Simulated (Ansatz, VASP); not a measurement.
# Pd: VASP beside Ansatz

```
Pd
1.0
     0.00000    1.93987    1.93987
     1.93987    0.00000    1.93987
     1.93987    1.93987    0.00000
Pd
1
Direct
  0.00000 0.00000 0.00000
```

Alike in both runs: task relaxation of cell and atoms; functional PBEsol; k mesh 24 × 24 × 24; occupations gaussian, width 0.1 eV; no spin polarisation.

```csv
,VASP,Ansatz
version,VASP 6.6.1,Ansatz 0.2.0
potentials or method,"VASP PAW PBE potentials, release 64 (Pd), cutoff 600 eV","scalar-relativistic, plane waves, PAW"
valence electrons in the cell,10,18
```

VASP gave:

| Quantity | Value |
| --- | --- |
| gap on the k mesh at the Fermi level, each at its own relaxed structure (eV) | none |
| relaxed volume (Å³/atom) | 14.53 |
| relaxed cell length with the largest relative difference (Å) | 2.739 |

**Question.** Which values does Ansatz return?

**Answer.** gap on the k mesh at the Fermi level, each at its own relaxed structure (eV): none; relaxed volume (Å³/atom): 14.55; relaxed cell length with the largest relative difference (Å): 2.740.

VASP's potentials were made for PBE, not for PBEsol. A gap of «none» marks a metal or a gap that the smearing closes. VASP's potentials hold 10 valence electrons a cell and Ansatz's 18, so a difference there can come from the potentials and not from the codes.
